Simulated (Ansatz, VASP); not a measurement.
## Zn5CdS6: VASP beside Ansatz

Contents of INCAR:

```
SYSTEM = Zn5CdS6
PREC = Accurate
ENCUT = 520
EDIFF = 1E-6
ISMEAR = 0
SIGMA = 0.1
LREAL = .False.
LASPH = .True.
NELM = 100
ALGO = Normal
ISIF = 2
LWAVE = .False.
LCHARG = .False.
GGA = PE
NBANDS = 66
```

Contents of KPOINTS:

```
regular mesh
0
Gamma
  6 6 1
  0 0 0
```

File POSCAR:

```
Zn5CdS6
1.0
    3.8936492000      0.0000000000      0.0000000000
   -1.9468246000      3.3719991000      0.0000000000
    0.0000000000      0.0000000000     19.2771702000
Zn Cd S
5 1 6
Direct
    0.3333333000      0.6666667000      0.9958810000
    0.3333333000      0.6666667000      0.6710020000
    0.6666667000      0.3333333000      0.1579410000
    0.6666667000      0.3333333000      0.5086140000
    0.6666667000      0.3333333000      0.8334320000
    0.3333333000      0.6666667000      0.3362050000
    0.3333333000      0.6666667000      0.1183150000
    0.3333333000      0.6666667000      0.4684690000
    0.3333333000      0.6666667000      0.7934350000
    0.6666667000      0.3333333000      0.2798170000
    0.6666667000      0.3333333000      0.6310330000
    0.6666667000      0.3333333000      0.9558570000
```

Input for Ansatz:

```yaml
crystal:
  lattice:
    - [3.8936492, 0.0, 0.0]
    - [-1.9468246, 3.3719991, 0.0]
    - [0.0, 0.0, 19.2771702]
  atoms:
    - { symbol: Zn, position: [0.3333333, 0.6666667, 0.995881] }
    - { symbol: Zn, position: [0.3333333, 0.6666667, 0.671002] }
    - { symbol: Zn, position: [0.6666667, 0.3333333, 0.157941] }
    - { symbol: Zn, position: [0.6666667, 0.3333333, 0.508614] }
    - { symbol: Zn, position: [0.6666667, 0.3333333, 0.833432] }
    - { symbol: Cd, position: [0.3333333, 0.6666667, 0.336205] }
    - { symbol: S, position: [0.3333333, 0.6666667, 0.118315] }
    - { symbol: S, position: [0.3333333, 0.6666667, 0.468469] }
    - { symbol: S, position: [0.3333333, 0.6666667, 0.793435] }
    - { symbol: S, position: [0.6666667, 0.3333333, 0.279817] }
    - { symbol: S, position: [0.6666667, 0.3333333, 0.631033] }
    - { symbol: S, position: [0.6666667, 0.3333333, 0.955857] }
basis:
  ecutwfc: 420
kpoints:
  mp_grid: { grid: [6, 6, 1] }
hamiltonian:
  xc: pbe
scf:
  occupations: { method: gaussian, width: 0.1 }
  lower_state_search: "off"
output:
  forces: true
  stress: true
  eigenvalues: true
```

Alike in both runs: task single point; functional PBE; k mesh 6 × 6 × 1; occupations gaussian, width 0.1 eV; no spin polarisation.

```csv
,VASP,Ansatz
version,VASP 6.6.1,Ansatz 0.2.0
potentials or method,"VASP PAW PBE potentials, release 64 (Zn, Cd, S), cutoff 520 eV","scalar-relativistic, plane waves, PAW"
valence electrons in the cell,108,116
```

Ansatz gave:

| Item | Value |
| --- | --- |
| gap on the k mesh at the Fermi level (eV) | 1.58 |
| least direct gap on the mesh (eV) | 1.58 |
| pressure (GPa) | 0.0 |
| rms of the force components (eV/Å) | 0.001 |

Task: What did VASP give for the same quantities?

Result: gap on the k mesh at the Fermi level (eV): 1.58; least direct gap on the mesh (eV): 1.58; pressure (GPa): 0.2; rms of the force components (eV/Å): 0.006.

Atom by atom the forces differ by 0.006 eV/Å (rms over components). VASP's potentials hold 108 valence electrons a cell and Ansatz's 116, so a difference there can come from the potentials and not from the codes.
